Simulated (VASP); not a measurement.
# SrO (Cmmm) in VASP: notebook

Aim: see how the results for SrO move with the level of theory and the settings. Levels: PBE, r2SCAN. Tasks: single point.

All numbers are computed with VASP 6.6.1; they aren't measurements. Logs are shortened: lines on timing, memory, paths and dates and some standing lists are left out, and cuts for length are marked.

## 1. The cell of the first run

It takes space group Cmmm (No. 65, orthorhombic). Conventional cell: a = 4.267 Å, b = 4.509 Å, c = 3.103 Å, α = 90.00°, β = 90.00°, γ = 90.00°. Within 3.5 Å of Sr (site symmetry mmm) lie 8 O at 2.64 to 2.74 Å and 6 Sr at 3.10 Å. Within 3.5 Å of O (site symmetry mmm) lie 8 Sr at 2.64 to 2.74 Å and 6 O at 3.10 Å.

## 2. Single point, PBE (shear xy strain +5.5%)

File INCAR:

```
  PREC = Accurate
  ENCUT = 520
  EDIFF = 1E-7
  ISMEAR = -1
  SIGMA = 0.02
  LREAL = F
  LASPH = T
  NELM = 60
  ALGO = Normal
  ISIF = 2
  LWAVE = F
  LCHARG = F
  GGA = PE
  NBANDS = 15
```

File KPOINTS:

```
regular mesh
0
Gamma
  8 8 8
```

File POSCAR:

```
SrO
1.0
    3.1028650671      0.0856390759      0.0000000000
    0.0856390759      3.1028650671      0.0000000000
    0.0000000000      0.0000000000      3.1028650671
Sr O
1 1
Direct
    0.0000000000      0.0000000000      0.0000000000
    0.5000000000      0.5000000000      0.5000000000
```

Potentials or basis: VASP PAW PBE potentials, release 64 (Sr_sv, O).

The run is started by

```
$ cat potpaw_PBE.64/Sr_sv/POTCAR potpaw_PBE.64/O/POTCAR > POTCAR
$ mpirun -np 1 vasp_std > vasp.out
```

OUTCAR:

```text
PREC = Accurate
   ENCUT = 520
   EDIFF = 1E-7
   ISMEAR = -1
   LREAL = F
   LASPH = T
   NELM = 60
   ISIF = 2
   GGA = PE

 ion  position               nearest neighbor table
   1  0.000  0.000  0.000-   2 2.64   2 2.64   2 2.64   2 2.64   2 2.74   2 2.74   2 2.74   2 2.74

   2  0.500  0.500  0.500-   1 2.64   1 2.64   1 2.64   1 2.64   1 2.74   1 2.74   1 2.74   1 2.74

  LATTYP: Found a base centered orthorhombic cell.
 ALAT       =     4.2670019175
 B/A-ratio  =     1.0567667627
 C/A-ratio  =     0.7271768626

  Lattice vectors:

 A1 = (  -0.0856390759,  -3.1028650671,   0.0000000000)
 A2 = (   3.1028650671,   0.0856390759,   0.0000000000)
 A3 = (   0.0000000000,   0.0000000000,   3.1028650671)

Analysis of symmetry for initial positions (statically):
=====================================================================
 Subroutine PRICEL returns:
 Original cell was already a primitive cell.

 Routine SETGRP: Setting up the symmetry group for a
 base centered orthorhombic supercell.

 Subroutine GETGRP returns: Found  8 space group operations
 (whereof  8 operations were pure point group operations)
 out of a pool of  8 trial point group operations.

The static configuration has the point symmetry D_2h.

Analysis of symmetry for dynamics (positions and initial velocities):
=====================================================================
 Subroutine PRICEL returns:
 Original cell was already a primitive cell.

 Routine SETGRP: Setting up the symmetry group for a
 base centered orthorhombic supercell.

 Subroutine GETGRP returns: Found  8 space group operations
 (whereof  8 operations were pure point group operations)
 out of a pool of  8 trial point group operations.

The dynamic configuration has the point symmetry D_2h.

 Subroutine INISYM returns: Found  8 space group operations
 (whereof  8 operations are pure point group operations),
 and found     1 'primitive' translations

----------------------------------------------------------------------------------------

                                     Primitive cell

  volume of cell :      29.8509

  direct lattice vectors                    reciprocal lattice vectors
     3.102865067  0.085639076  0.000000000     0.322528476 -0.008901786  0.000000000
     0.085639076  3.102865067  0.000000000    -0.008901786  0.322528476  0.000000000
     0.000000000  0.000000000  3.102865067     0.000000000  0.000000000  0.322282787

  length of vectors
     3.104046661  3.104046661  3.102865067     0.322651297  0.322651297  0.322282787

  position of ions in fractional coordinates (direct lattice)
     0.000000000  0.000000000  0.000000000
     0.500000000  0.500000000  0.500000000

  ion indices of the primitive-cell ions
   primitive index   ion index
                 1           1
                 2           2

----------------------------------------------------------------------------------------

 KPOINTS: regular mesh

Automatic generation of k-mesh.
 Grid dimensions read from file:
 generate k-points for:    8    8    8

 Generating k-lattice:

  Cartesian coordinates                     Fractional coordinates (reciprocal lattice)
     0.040316059 -0.001112723  0.000000000     0.125000000  0.000000000  0.000000000
    -0.001112723  0.040316059  0.000000000     0.000000000  0.125000000  0.000000000
     0.000000000  0.000000000  0.040285348     0.000000000  0.000000000  0.125000000

  Length of vectors
     0.040331412  0.040331412  0.040285348

  Shift w.r.t. Gamma in fractional coordinates (k-lattice)
     0.000000000  0.000000000  0.000000000

 Subroutine IBZKPT returns following result:
 ===========================================

 Found    105 irreducible k-points:

 Following reciprocal coordinates:
            Coordinates               Weight
  0.000000  0.000000  0.000000      1.000000
  0.125000  0.000000  0.000000      4.000000
  0.250000  0.000000  0.000000      4.000000
  0.375000  0.000000  0.000000      4.000000
  0.500000  0.000000  0.000000      2.000000
  0.125000  0.125000  0.000000      2.000000
[... 16 lines left out ...]
  0.125000  0.000000  0.125000      8.000000
  0.250000  0.000000  0.125000      8.000000
 [... further k-points ...]
   k-points           NKPTS =    105   k-points in BZ     NKDIM =    105   number of bands    NBANDS=     15
   number of dos      NEDOS =    301   number of ions     NIONS =      2
   total plane-waves  NPLWV =  13824
   dimension x,y,z NGX =    24 NGY =   24 NGZ =   24
   dimension x,y,z NGXF=    48 NGYF=   48 NGZF=   48
   ions per type =               1   1
   NGX,Y,Z   is equivalent  to a cutoff of  12.85, 12.85, 12.86 a.u.
   NGXF,Y,Z  is equivalent  to a cutoff of  25.71, 25.71, 25.72 a.u.
 SYSTEM =  unknown system
   PREC   = accura    normal or accurate (medium, high low for compatibility)
   ISTART =      0    job   : 0-new  1-cont  2-samecut
   ICHARG =      2    charge: 1-file 2-atom 10-const
   ISPIN  =      1    spin polarized calculation?
   LNONCOLLINEAR =      F non collinear calculations
   LSORBIT =      F    spin-orbit coupling
   LASPH  =      T    aspherical Exc in radial PAW
   ENCUT  =  520.0 eV  38.22 Ry    6.18 a.u.   5.77  5.77  5.77*2*pi/ulx,y,z
   NELM   =     60;   NELMIN=  2; NELMDL= -5     # of ELM steps
   EDIFF  = 0.1E-06   stopping-criterion for ELM
   LREAL  =      F    real-space projection
   EDIFFG = 0.1E-05   stopping-criterion for IOM
   NSW    =      0    number of steps for IOM
   IBRION =     -1    ionic relax: 0-MD 1-quasi-New 2-CG
   NFREE  =      0    steps in history (QN), initial steepest desc. (CG)
   ISIF   =      2    stress and relaxation
   ISYM   =      2    0-nonsym 1-usesym 2-fastsym
   POTIM  = 0.5000    time-step for ionic-motion
   TEBEG  =    0.0;   TEEND  =   0.0 temperature during run
   PSTRESS=    0.0 pullay stress
   NELECT =      16.0000    total number of electrons
   NUPDOWN=      -1.0000    fix difference up-down
   EMIN   =  10.00;   EMAX   =-10.00  energy-range for DOS
   EFERMI =   0.00;   METHOD = LEGACY
   ISMEAR =    -1;   SIGMA  =   0.02  broadening in eV -4-tet -1-fermi 0-gaus
   EFERMI_NEDOS =   21; number of points for ismear=-14 and -15
   IALGO  =     38    algorithm
   IMIX   =      4    mixing-type and parameters
     AMIX     =   0.40;   BMIX     =  1.00
     AMIX_MAG =   1.60;   BMIX_MAG =  1.00
  volume/ion in A,a.u.               =      14.93       100.72
  Fermi-wavevector in a.u.,A,eV,Ry     =   1.329828  2.513011 24.061134  1.768443
  Thomas-Fermi vector in A             =   2.458961
   LORBIT       =      0    0 simple, 1 ext, 2 COOP (PROOUT), +10 PAW based schemes
   GGA     = PE    functional components
   LHFCALC =     F    Hartree Fock is set to
   AEXX    =    0.0000 exact exchange contribution
   IVDW    =     0    specifies the selected vdW correction
   LEPSILON=     F    determine dielectric tensor
   LRPA    =     F    only Hartree local field effects (RPA)
 non-spin polarized calculation
  energy-cutoff  :      520.00
  volume of cell :       29.85
 maximum number of plane-waves:       820
   NGX = 11   NGY = 11   NGZ = 11

 number of electron      16.0000006 magnetization

 Free energy of the ion-electron system (eV)
  ---------------------------------------------------
  ext. energy  EPLUGINS =         0.00000000
  ---------------------------------------------------
  free energy    TOTEN  =       -11.20951315 eV

  energy without entropy =      -11.20951315  energy(sigma->0) =      -11.20951315

 E-fermi :   3.5084     XC(G=0): -10.8264

 val. band max:        3.1327032650   @ k =   0.5000   0.0000   0.5000
 cond. band min:       5.8916302338   @ k =   0.0000   0.0000   0.0000
 fundamental gap:      2.7589269688
 Fermi energy:         3.5083732815

 k-point     1 :       0.0000    0.0000    0.0000
  band No.  band energies     occupation
      1     -30.7198      2.00000
      2     -12.5678      2.00000
      3     -11.9218      2.00000
      4     -11.9053      2.00000
      5     -11.8950      2.00000
      6       3.0528      2.00000
      7       3.0676      2.00000
      8       3.0852      2.00000
      9       5.8916      0.00000
     10       5.9176      0.00000
     11       7.8310      0.00000
     12      13.6189      0.00000
     13      13.6568      0.00000
     14      13.7946      0.00000
     15      22.7791      0.00000

 k-point     2 :       0.1250    0.0000    0.0000
  band No.  band energies     occupation
      1     -30.6877      2.00000
      2     -13.0793      2.00000
      3     -11.8819      2.00000
      4     -11.8757      2.00000
      5     -11.5569      2.00000
      6       2.4420      2.00000
      7       2.9825      2.00000
      8       2.9826      2.00000
      9       6.0412      0.00000
     10       6.6656      0.00000
     11       8.5006      0.00000
     12      13.4138      0.00000
     13      13.4462      0.00000
     14      13.7879      0.00000
     15      20.7283      0.00000

 k-point     3 :       0.2500    0.0000    0.0000
  band No.  band energies     occupation
      1     -30.6088      2.00000
      2     -13.8461      2.00000
      3     -11.8252      2.00000
      4     -11.8029      2.00000
      5     -11.1333      2.00000
      6       1.3398      2.00000
      7       2.7656      2.00000
      8       2.7700      2.00000
      9       6.4217      0.00000
     10       8.4007      0.00000
     11      10.0276      0.00000
     12      12.9630      0.00000
     13      12.9691      0.00000
     14      13.9871      0.00000
     15      18.2116      0.00000
[... 343 lines left out ...]
 k-point    23 :       0.1250    0.0000    0.1250
  band No.  band energies     occupation
      1     -30.6560      2.00000
      2     -13.2536      2.00000
      3     -12.1456      2.00000
      4     -11.8522      2.00000
      5     -11.2668      2.00000
      6       2.2012      2.00000
      7       2.7280      2.00000
      8       2.9284      2.00000
      9       6.4779      0.00000
     10       7.0552      0.00000
     11       8.9459      0.00000
     12      13.1082      0.00000
     13      13.1572      0.00000
     14      13.8223      0.00000
     15      20.7414      0.00000

 k-point    24 :       0.2500    0.0000    0.1250
  band No.  band energies     occupation
      1     -30.5782      2.00000
      2     -13.7968      2.00000
      3     -12.1867      2.00000
      4     -11.7927      2.00000
      5     -11.0108      2.00000
      6       1.3879      2.00000
      7       2.5543      2.00000
      8       2.7835      2.00000
      9       6.8816      0.00000
     10       8.6303      0.00000
     11       9.9771      0.00000
     12      12.5975      0.00000
     13      12.8009      0.00000
     14      13.7898      0.00000
     15      18.9015      0.00000

 [... further k-points ...]

------------------------ aborting loop because EDIFF is reached ----------------------------------------

  FORCE on cell =-STRESS in cart. coord.  units (eV):
  Direction    XX          YY          ZZ          XY          YZ          ZX
  --------------------------------------------------------------------------------------
  -------------------------------------------------------------------------------------
  Total        0.7383710      0.7383710      0.7378201     -0.0264185      0.0000000      0.0000000
  in kB       39.6303114     39.6303114     39.6007440     -1.4179478      0.0000000      0.0000000
  external PRESSURE =      39.6204556 kB  Pullay stress =       0.0000000 kB

 VOLUME and BASIS-vectors are now :
 -----------------------------------------------------------------------------
  energy-cutoff  :      520.00
  volume of cell :       29.85
      direct lattice vectors                 reciprocal lattice vectors
     3.102865067  0.085639076  0.000000000     0.322528476 -0.008901786  0.000000000
     0.085639076  3.102865067  0.000000000    -0.008901786  0.322528476  0.000000000
     0.000000000  0.000000000  3.102865067     0.000000000  0.000000000  0.322282787

 POSITION                                       TOTAL-FORCE (eV/Angst)
 -----------------------------------------------------------------------------------
      0.00000      0.00000      0.00000        -0.000000      0.000000      0.000000
      1.59425      1.59425      1.55143         0.000000     -0.000000      0.000000
 -----------------------------------------------------------------------------------
    total drift:                                0.000000      0.000000     -0.000000

  FREE ENERGIE OF THE ION-ELECTRON SYSTEM (eV)
  ---------------------------------------------------
  free  energy   TOTEN  =       -11.2095131495 eV

  energy  without entropy=      -11.2095131495  energy(sigma->0) =      -11.20951315
```

Wall time 16 s (1 thread of Intel Xeon 6975P-C (Granite Rapids), shared host); peak memory 0.17 GiB.

What came out:

```
Free energy            : -11.2095 eV
Pressure               : 4.0 GPa
Band gap on the k mesh : 2.76 eV, indirect (least direct gap 2.81 eV)
```

Stress tensor (GPa, compression positive):
```
 3.96 -0.14  0.00
-0.14  3.96  0.00
 0.00  0.00  3.96
```

Levels at points of the mesh, in eV from the valence-band top:
| k point | band 6 | band 7 | band 8 | band 9 | band 10 | band 11 |
| --- | --- | --- | --- | --- | --- | --- |
| (0.00, 0.00, 0.00) | -0.08 | -0.07 | -0.05 | 2.76 | 2.78 | 4.70 |
| (0.50, 0.00, 0.00) | -2.98 | -0.69 | -0.68 | 3.95 | 7.35 | 9.35 |
| (0.50, 0.50, 0.00) | -1.32 | -1.11 | 0.00 | 4.12 | 4.69 | 7.45 |
| (0.00, 0.00, 0.50) | -2.98 | -0.86 | -0.47 | 3.93 | 7.34 | 8.95 |
| (0.50, 0.00, 0.50) | -1.22 | -1.21 | 0.00 | 4.15 | 4.57 | 7.64 |
| (0.50, 0.50, 0.50) | -3.00 | -2.97 | -2.94 | 7.99 | 8.34 | 8.73 |

Caveat: the cell differs from its parent crystal (shear xy strain +5.5%). A k mesh can miss the band edges.

## 3. Single point, r2SCAN (shear xy strain +5.5%)

POSCAR is that of step 2.

File INCAR.step1:

```
ALGO = Normal
EDIFF = 1E-4
ENCUT = 520
GGA = PE
ISMEAR = 0
LASPH = True
LCHARG = False
LREAL = False
LWAVE = True
NBANDS = 15
NELM = 100
PREC = Accurate
SIGMA = 0.01
```

File INCAR.step2:

```
ALGO = Normal
EDIFF = 1E-7
ENCUT = 520
ISIF = 2
ISMEAR = 0
ISTART = 1
LASPH = True
LCHARG = False
LMIXTAU = True
LREAL = False
LWAVE = False
METAGGA = R2SCAN
NBANDS = 15
NELM = 100
PREC = Accurate
SIGMA = 0.01
```

File KPOINTS:

```
k-points
0
Gamma
  8 8 8
```

Potentials or basis: VASP PAW PBE potentials, release 64 (Sr_sv, O).

The run is started by

```
$ cat potpaw_PBE.64/Sr_sv/POTCAR potpaw_PBE.64/O/POTCAR > POTCAR
$ cp INCAR.step1 INCAR
$ mpirun -np 1 vasp_std > vasp.out
$ cp INCAR.step2 INCAR
$ mpirun -np 1 vasp_std > vasp.out
```

Wall time 57 s (1 thread of Intel Xeon 6975P-C (Granite Rapids), shared host); peak memory 0.17 GiB.

The run converged. Its results:

| Property | Result |
| --- | --- |
| Free energy | -26.2855 eV |
| Pressure | 1.1 GPa |
| Band gap on the k mesh | 3.25 eV, indirect (least direct gap 3.30 eV) |

Stress tensor (GPa, compression positive):
```
 1.14 -0.29  0.00
-0.29  1.14  0.00
 0.00  0.00  1.13
```

Levels at points of the mesh, in eV from the valence-band top:
| k point | band 6 | band 7 | band 8 | band 9 | band 10 | band 11 |
| --- | --- | --- | --- | --- | --- | --- |
| (0.00, 0.00, 0.00) | -0.07 | -0.06 | -0.04 | 3.25 | 3.28 | 5.61 |
| (0.50, 0.00, 0.00) | -2.92 | -0.68 | -0.68 | 4.44 | 8.02 | 10.00 |
| (0.50, 0.50, 0.00) | -1.34 | -1.13 | 0.00 | 4.72 | 5.30 | 8.04 |
| (0.00, 0.00, 0.50) | -2.92 | -0.86 | -0.46 | 4.42 | 8.01 | 9.59 |
| (0.50, 0.00, 0.50) | -1.23 | -1.22 | 0.00 | 4.74 | 5.18 | 8.25 |
| (0.50, 0.50, 0.50) | -2.99 | -2.97 | -2.94 | 8.66 | 9.03 | 9.43 |

Caveat: the cell differs from its parent crystal (shear xy strain +5.5%); the PAW data sets were made with another functional, which shifts forces and pressure a little.
